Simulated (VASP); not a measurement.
# B (Cccm) in VASP: further runs, part 3 of 3

VASP 6.6.1.

## Step 7: Relaxation of cell and atoms, PBE

This run uses another cell than the first one, of 7.94 Å³/atom.

INCAR reads:

```
SYSTEM = B
ALGO     = Normal         ! electronic algorithm
EDIFF    = 1E-7           ! SCF threshold, eV
EDIFFG   = -0.01          ! ionic threshold
ENCUT    = 600            ! plane-wave cutoff, eV
GGA      = PE             ! functional
IBRION   = 2              ! ionic algorithm
ISIF     = 3              ! what is computed and relaxed
ISMEAR   = 0              ! smearing method
LASPH    = .True.         ! aspherical terms in the spheres
LCHARG   = .False.        ! write CHGCAR
LREAL    = .False.        ! projectors in reciprocal space
LWAVE    = .False.        ! write WAVECAR
NELM     = 100            ! most SCF steps
NSW      = 100            ! ionic steps
PREC     = Accurate       ! precision mode
SIGMA    = 0.1            ! smearing width, eV
```

KPOINTS reads:

```
k-points
0
Gamma
  14 14 6
  0 0 0
```

POSCAR reads:

```
B
1.0
    1.5730308024     -2.5709412436      0.0000000000
    1.5730308024      2.5709412436      0.0000000000
    0.0000000000      0.0000000000      5.8885464818
B
6
Direct
    0.5000000000      0.5000000000      0.7500000000
    0.5000000000      0.5000000000      0.2500000000
    0.3326575175      0.1702804464      0.5000000000
    0.6673424825      0.8297195536      0.5000000000
    0.1702804464      0.3326575175      0.0000000000
    0.8297195536      0.6673424825      0.0000000000
```

Potentials or basis: VASP PAW PBE potentials, release 64 (B).

On the command line:

```bash
cat potpaw_PBE.64/B/POTCAR > POTCAR
mpirun -np 1 vasp_std > vasp.out
```

OUTCAR:

```text
SYSTEM = B
   EDIFF = 1E-7
   EDIFFG = -0.01
   ENCUT = 600
   GGA = PE
   IBRION = 2
   ISIF = 3
   ISMEAR = 0
   LASPH = .True.
   LREAL = .False.
   NELM = 100
   NSW = 100
   PREC = Accurate

 ion  position               nearest neighbor table
   1  0.500  0.500  0.750-   3 1.72   4 1.72   5 1.72   6 1.72
   2  0.500  0.500  0.250-   3 1.72   4 1.72   5 1.72   6 1.72
   3  0.333  0.170  0.500-   1 1.72   2 1.72   4 1.74   4 1.77   4 1.79
   4  0.667  0.830  0.500-   1 1.72   2 1.72   3 1.74   3 1.77   3 1.79
   5  0.170  0.333  0.000-   1 1.72   2 1.72   6 1.74   6 1.77   6 1.79
   6  0.830  0.667  0.000-   1 1.72   2 1.72   5 1.74   5 1.77   5 1.79

  LATTYP: Found a base centered orthorhombic cell.
 ALAT       =     3.1460616048
 B/A-ratio  =     1.6343870951
 C/A-ratio  =     1.8717200174

  Lattice vectors:

 A1 = (   1.5730308024,  -2.5709412436,   0.0000000000)
 A2 = (   1.5730308024,   2.5709412436,   0.0000000000)
 A3 = (   0.0000000000,   0.0000000000,   5.8885464818)

Analysis of symmetry for initial positions (statically):
=====================================================================
 Subroutine PRICEL returns:
 Original cell was already a primitive cell.

 Routine SETGRP: Setting up the symmetry group for a
 base centered orthorhombic supercell.

 Subroutine GETGRP returns: Found  8 space group operations
 (whereof  4 operations were pure point group operations)
 out of a pool of  8 trial point group operations.

The static configuration has the point symmetry C_2h.
 The point group associated with its full space group is D_2h.

Analysis of symmetry for dynamics (positions and initial velocities):
=====================================================================
 Subroutine PRICEL returns:
 Original cell was already a primitive cell.

 Routine SETGRP: Setting up the symmetry group for a
 base centered orthorhombic supercell.

 Subroutine GETGRP returns: Found  8 space group operations
 (whereof  4 operations were pure point group operations)
 out of a pool of  8 trial point group operations.

The dynamic configuration has the point symmetry C_2h.
 The point group associated with its full space group is D_2h.

 Subroutine INISYM returns: Found  8 space group operations
 (whereof  4 operations are pure point group operations),
 and found     1 'primitive' translations

----------------------------------------------------------------------------------------

                                     Primitive cell

  volume of cell :      47.6286

  direct lattice vectors                    reciprocal lattice vectors
     1.573030802 -2.570941244  0.000000000     0.317857730 -0.194481302  0.000000000
     1.573030802  2.570941244  0.000000000     0.317857730  0.194481302  0.000000000
     0.000000000  0.000000000  5.888546482     0.000000000  0.000000000  0.169821195

  length of vectors
     3.013994821  3.013994821  5.888546482     0.372634557  0.372634557  0.169821195

  position of ions in fractional coordinates (direct lattice)
     0.500000000  0.500000000  0.750000000
     0.500000000  0.500000000  0.250000000
     0.332657518  0.170280446  0.500000000
     0.667342482  0.829719554  0.500000000
[... 74 lines left out ...]
   PREC   = accura    normal or accurate (medium, high low for compatibility)
   ISTART =      0    job   : 0-new  1-cont  2-samecut
   ICHARG =      2    charge: 1-file 2-atom 10-const
   ISPIN  =      1    spin polarized calculation?
   LNONCOLLINEAR =      F non collinear calculations
   LSORBIT =      F    spin-orbit coupling
   LASPH  =      T    aspherical Exc in radial PAW
   ENCUT  =  600.0 eV  44.10 Ry    6.64 a.u.   6.02  6.02 11.76*2*pi/ulx,y,z
   NELM   =    100;   NELMIN=  2; NELMDL= -5     # of ELM steps
   EDIFF  = 0.1E-06   stopping-criterion for ELM
   LREAL  =      F    real-space projection
   EDIFFG = -.1E-01   stopping-criterion for IOM
   NSW    =    100    number of steps for IOM
   IBRION =      2    ionic relax: 0-MD 1-quasi-New 2-CG
   NFREE  =      1    steps in history (QN), initial steepest desc. (CG)
   ISIF   =      3    stress and relaxation
   ISYM   =      2    0-nonsym 1-usesym 2-fastsym
   POTIM  = 0.5000    time-step for ionic-motion
   TEBEG  =    0.0;   TEEND  =   0.0 temperature during run
   PSTRESS=    0.0 pullay stress
   NELECT =      18.0000    total number of electrons
   NUPDOWN=      -1.0000    fix difference up-down
   EMIN   =  10.00;   EMAX   =-10.00  energy-range for DOS
   EFERMI =   0.00;   METHOD = LEGACY
   ISMEAR =     0;   SIGMA  =   0.10  broadening in eV -4-tet -1-fermi 0-gaus
   EFERMI_NEDOS =   21; number of points for ismear=-14 and -15
   IALGO  =     38    algorithm
   IMIX   =      4    mixing-type and parameters
     AMIX     =   0.40;   BMIX     =  1.00
     AMIX_MAG =   1.60;   BMIX_MAG =  1.00
  volume/ion in A,a.u.               =       7.94        53.57
  Fermi-wavevector in a.u.,A,eV,Ry     =   1.183613  2.236705 19.060952  1.400940
  Thomas-Fermi vector in A             =   2.319844
   LORBIT       =      0    0 simple, 1 ext, 2 COOP (PROOUT), +10 PAW based schemes
   GGA     = PE    functional components
   LHFCALC =     F    Hartree Fock is set to
   AEXX    =    0.0000 exact exchange contribution
   IVDW    =     0    specifies the selected vdW correction
   LEPSILON=     F    determine dielectric tensor
   LRPA    =     F    only Hartree local field effects (RPA)
 conjugate gradient relaxation of ions
 non-spin polarized calculation
 Gauss-broadening in eV      SIGMA  =   0.10
  energy-cutoff  :      600.00
  volume of cell :       47.63
 maximum number of plane-waves:      1608
   NGX = 13   NGY = 13   NGZ = 23

--------------------------------------- Ionic step        1  -------------------------------------------

 number of electron      18.0000000 magnetization

 Free energy of the ion-electron system (eV)
  ---------------------------------------------------
  ext. energy  EPLUGINS =         0.00000000
  ---------------------------------------------------
  free energy    TOTEN  =       -37.60532496 eV

  energy without entropy =      -37.59914017  energy(sigma->0) =      -37.60223257

------------------------ aborting loop because EDIFF is reached ----------------------------------------

  FORCE on cell =-STRESS in cart. coord.  units (eV):
  Direction    XX          YY          ZZ          XY          YZ          ZX
  --------------------------------------------------------------------------------------
  -------------------------------------------------------------------------------------
  Total       -0.9051369      0.3614719      0.3606103      0.0000000      0.0000000      0.0000000
  in kB      -30.4479010     12.1595546     12.1305689      0.0000000      0.0000000      0.0000000
  external PRESSURE =      -2.0525925 kB  Pullay stress =       0.0000000 kB
[... 227 lines left out ...]
--------------------------------------- Ionic step        7  -------------------------------------------

 number of electron      18.0000000 magnetization

 Free energy of the ion-electron system (eV)
  ---------------------------------------------------
  ext. energy  EPLUGINS =         0.00000000
  ---------------------------------------------------
  free energy    TOTEN  =       -37.61248791 eV

  energy without entropy =      -37.60650314  energy(sigma->0) =      -37.60949552

 E-fermi :   4.8840     XC(G=0): -11.2811

 val. band max:        4.8826283327   @ k =   0.4286   0.2143   0.3333
 cond. band min:       4.8849154123   @ k =  -0.1429   0.0714   0.3333
 fundamental gap:      0.0022870796
 Fermi energy:         4.8839694992

 k-point     1 :       0.0000    0.0000    0.0000
  band No.  band energies     occupation
      1      -9.4242      2.00000
      2      -7.0366      2.00000
      3      -5.2346      2.00000
      4       0.4987      2.00000
      5       3.7616      2.00000
      6       3.7691      2.00000
      7       5.7500      0.00000
      8       5.9573      0.00000
      9       6.0294      0.00000
     10       6.2651      0.00000
     11       6.8332      0.00000
     12       8.4477      0.00000
     13       8.8839      0.00000
[... 354 lines left out ...]
  band No.  band energies     occupation
      1      -7.3183      2.00000
      2      -5.2959      2.00000
      3      -2.9992      2.00000
      4      -2.3683      2.00000
      5      -0.1095      2.00000
      6       1.0125      2.00000
      7       1.4978      2.00000
      8       2.1941      2.00000
      9       2.6207      2.00000
     10       5.8230      0.00000
     11       8.8391      0.00000
     12       9.4881      0.00000
     13      10.8855      0.00000

 [... further k-points ...]

------------------------ aborting loop because EDIFF is reached ----------------------------------------

  FORCE on cell =-STRESS in cart. coord.  units (eV):
  Direction    XX          YY          ZZ          XY          YZ          ZX
  --------------------------------------------------------------------------------------
  -------------------------------------------------------------------------------------
  Total        0.0382453      0.0481327      0.0513554      0.0000000      0.0000000      0.0000000
  in kB        1.2905281      1.6241595      1.7329074      0.0000000      0.0000000      0.0000000
  external PRESSURE =       1.5491983 kB  Pullay stress =       0.0000000 kB
[... 21 lines left out ...]
  FREE ENERGIE OF THE ION-ELECTRON SYSTEM (eV)
  ---------------------------------------------------
  free  energy   TOTEN  =       -37.6124879073 eV

  energy  without entropy=      -37.6065031359  energy(sigma->0) =      -37.60949552

 reached required accuracy - stopping structural energy minimisation
```

Run time: 9.5 min. Hardware: 1 thread of Intel Xeon 8259CL, shared host; peak memory 0.26 GiB.

What came out:

| Item | Value |
| --- | --- |
| Free energy | -37.6125 eV |
| Relaxed volume | 7.91 Å³/atom |
| Relaxed cell | a = 3.017 Å, b = 3.017 Å, c = 5.908 Å, α = 90.00°, β = 90.00°, γ = 118.02° |
| Space group after relaxing (to 0.1 Å) | Cccm (No. 66) |
| Energy gained by relaxing | 1.2 meV/atom |
| Ionic steps | 7 |
| Pressure after relaxing | 0.2 GPa |
| Largest force after relaxing | 0.008 eV/Å |
| Band gap on the k mesh | zero (bands 9 and 10 overlap by 3.97 eV) |

Forces in eV/Å, atoms in the order of the input:
```
B    0.000  0.000  0.000
B    0.000  0.000  0.000
B    0.007 -0.003  0.000
B   -0.007  0.003  0.000
B    0.007  0.003  0.000
B   -0.007 -0.003  0.000
```

The path:
| step | energy change (eV) | largest force (eV/Å) | pressure (GPa) | volume (Å³) |
| --- | --- | --- | --- | --- |
| 1 | 0.0000 | 0.1022 | -0.21 | 47.63 |
| 2 | -0.0044 | 0.1559 | -0.05 | 47.56 |
| 3 | -0.0046 | 0.1169 | -0.07 | 47.57 |
| 4 | -0.0066 | 0.0434 | -0.06 | 47.52 |
| 5 | -0.0069 | 0.0173 | -0.05 | 47.50 |
| 6 | -0.0071 | 0.0057 | 0.25 | 47.47 |
| 7 | -0.0072 | 0.0081 | 0.15 | 47.48 |

Final structure:
```xyz
6
Lattice="1.5536 -2.5867 0.0000 1.5536 2.5867 0.0000 0.0000 0.0000 5.9075" Properties=species:S:1:pos:R:3 pbc="T T T"
B     1.5536    0.0000    4.4306
B     1.5536    0.0000    1.4769
B     0.7822   -0.4239    2.9538
B     2.3250    0.4239    2.9538
B     0.7822    0.4239    0.0000
B     2.3250   -0.4239    0.0000
```

## Step 8: Summary

```tsv
task	cell	k mesh	cutoff (eV)	gap on the mesh (eV)	pressure (GPa)	relaxed volume (Å³/atom)	largest force (eV/Å)
single point	a = 3.301, b = 3.301, c = 4.669 Å, angles 90.0, 90.0, 119.6°, 6 atoms, atomic positions A	6 × 6 × 4	520	none	26.4	-	1.60
single point	a = 3.014, b = 3.014, c = 5.889 Å, angles 90.0, 90.0, 117.1°, 6 atoms, atomic positions B	6 × 6 × 4	520	none	0.0	-	0.01
relaxation of cell and atoms	relaxed from a = 3.301, b = 3.301, c = 4.669 Å, angles 90.0, 90.0, 119.6°, 6 atoms, atomic positions A	6 × 6 × 4	600	none	-0.2	7.94	0.04
single point	a = 3.019, b = 3.019, c = 5.908 Å, angles 90.0, 90.0, 118.0°, 6 atoms, atomic positions C	14 × 14 × 6	520	none	0.0	-	-
relaxation of cell and atoms	relaxed from a = 3.014, b = 3.014, c = 5.889 Å, angles 90.0, 90.0, 117.1°, 6 atoms, atomic positions B	14 × 14 × 6	600	none	0.2	7.91	0.01
```

Alike in all rows: level PBE; potentials or basis VASP PAW PBE potentials, release 64 (B); no spin polarisation; smearing gaussian 0.1 eV.

Caveats: some runs use coarse meshes; forces of over 1 eV/Å act on the atoms, so gaps and moduli don't describe the material at rest (at least some runs); a cell axis changed by over 15 % at a fixed basis, so the end point is rough (at least some runs).

Total energies depend on the potentials used, so only differences within one code and one set of settings carry meaning.

The gap in the log of VASP goes by the Fermi energy; the results here count the filled bands.